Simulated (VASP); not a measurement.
Input of a VASP 6.6.1 run:

INCAR

```
PREC = Accurate
ENCUT = 520
EDIFF = 1E-6
ISMEAR = -1
SIGMA = 0.02
LREAL = F
LASPH = T
NELM = 60
ALGO = Normal
ISIF = 2
LWAVE = F
LCHARG = T
GGA = PE
LELF = T
LVHAR = T
NBANDS = 28
```

Contents of KPOINTS:

```
Automatic mesh
0
Gamma
  6 6 6
```

Contents of POSCAR:

```
SrTiO3
1.0
    3.9068515016      0.0000000000      0.0000000000
    0.0000000000      3.9068515016      0.0000000000
    0.0000000000      0.0000000000      3.8677829865
Sr Ti O
1 1 3
Direct
    0.0000000000      0.0000000000      0.0000000000
    0.5000000000      0.5000000000      0.5000000000
    0.5000000000      0.5000000000      0.0000000000
    0.5000000000      0.0000000000      0.5000000000
    0.0000000000      0.5000000000      0.5000000000
```

Potentials or basis: VASP PAW PBE potentials, release 64 (Sr_sv, Ti_sv, O).

Launch:

```bash
$ cat potpaw_PBE.64/Sr_sv/POTCAR potpaw_PBE.64/Ti_sv/POTCAR potpaw_PBE.64/O/POTCAR > POTCAR
$ mpirun -np 1 vasp_std > vasp.out
```

**Question.** Predict the pressure.

**Answer.** 6.7 GPa.

**Question.** Estimate the band gap on the k mesh.

**Answer.** 1.85 eV (least direct gap 2.20 eV).

Stress tensor (GPa, compression positive):
```
5.82 0.00 0.00
0.00 5.82 0.00
0.00 0.00 8.41
```

Caveat: the cell differs from its parent crystal (uniaxial z strain -1.0%); the cell stands under pressure. A k mesh can miss the band edges.
